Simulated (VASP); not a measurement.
**Mg3Te2O: single point with PBE**

Crystal: Mg3Te2O.

```
CELL_PARAMETERS angstrom
4.79268 0.00000 0.00000
-2.39634 4.15058 0.00000
0.00000 0.00000 7.51884
ATOMIC_POSITIONS crystal
Mg 0.50000 0.00000 0.00000
Mg 0.00000 0.50000 0.00000
Mg 0.50000 0.50000 0.00000
Te 0.33333 0.66667 0.50000
Te 0.66667 0.33333 0.50000
O 0.00000 0.00000 0.00000
```

The cell was built from a structure type or drawn by symmetry, and may not be a known phase.

```
Program             : VASP 6.6.1
Task                : single point
Functional          : PBE
Potentials or basis : VASP PAW PBE potentials, release 64 (Mg, Te, O)
Cutoff              : 520 eV
k mesh              : 6 × 6 × 2
Occupations         : gaussian, width 0.1 eV
Spin                : no spin polarisation
```

```
Pressure               : 12.1 GPa
Band gap on the k mesh : zero (bands 12 and 13 overlap by 0.71 eV)
```

Stress tensor (GPa, compression positive):
```
19.50  0.00  0.00
 0.00 19.50  0.00
 0.00  0.00 -2.78
```

Levels at points of the mesh, in eV from the Fermi level:
| k point | band 9 | band 10 | band 11 | band 12 | band 13 | band 14 | band 15 | band 16 |
| --- | --- | --- | --- | --- | --- | --- | --- | --- |
| (0.00, 0.00, 0.00) | -3.67 | -2.29 | -0.14 | -0.14 | 0.35 | 0.57 | 2.38 | 3.88 |
| (0.50, 0.00, 0.00) | -2.73 | -1.93 | -1.74 | -0.70 | 2.18 | 2.71 | 3.10 | 3.32 |
| (0.00, 0.00, 0.50) | -2.85 | -2.81 | -0.26 | -0.16 | -0.16 | 0.74 | 1.55 | 3.47 |
| (0.50, 0.00, 0.50) | -2.83 | -2.37 | -0.52 | -0.20 | 0.91 | 2.19 | 2.57 | 2.92 |

Wall time 52 s on 1 thread of Intel(R) Xeon(R) Platinum 8375C CPU @ 2.90GHz (Ice Lake) (shared host), peak memory 0.26 GiB.

Caveat: the k points lie up to 0.42 Å⁻¹ apart, too coarse for converged energies and pressures of a metal; semilocal functionals underestimate gaps, so a narrow gap can read as zero; spin-orbit coupling is left out, which moves the levels of the heavy elements.
